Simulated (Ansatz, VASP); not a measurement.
## GaP in VASP and in Ansatz

```xyz
2
Lattice="0.0000 2.7252 2.7252 2.7252 0.0000 2.7252 2.7252 2.7252 0.0000" Properties=species:S:1:pos:R:3 pbc="T T T"
Ga    0.0000    0.0000    0.0000
P     4.0879    4.0879    4.0879
```

Alike in both runs: task single point; functional LDA; k mesh 10 × 10 × 10; occupations fermi-dirac, width 0.05 eV; no spin polarisation.

```csv
,VASP,Ansatz
version,VASP 6.6.1,Ansatz 0.2.0
potentials or method,"VASP PAW LDA potentials, release 64 (Ga_d, P), cutoff 520 eV","all-electron LAPW, scalar-relativistic"
```

|  | VASP | Ansatz | Ansatz less VASP |
| --- | --- | --- | --- |
| pressure (GPa) | -2.6 | -2.7 | -0.09 |

LDA's correlation is that of Perdew and Zunger in VASP and of Perdew and Wang (1992) in Ansatz. Ansatz ran all-electron here, and VASP with PAW potentials.
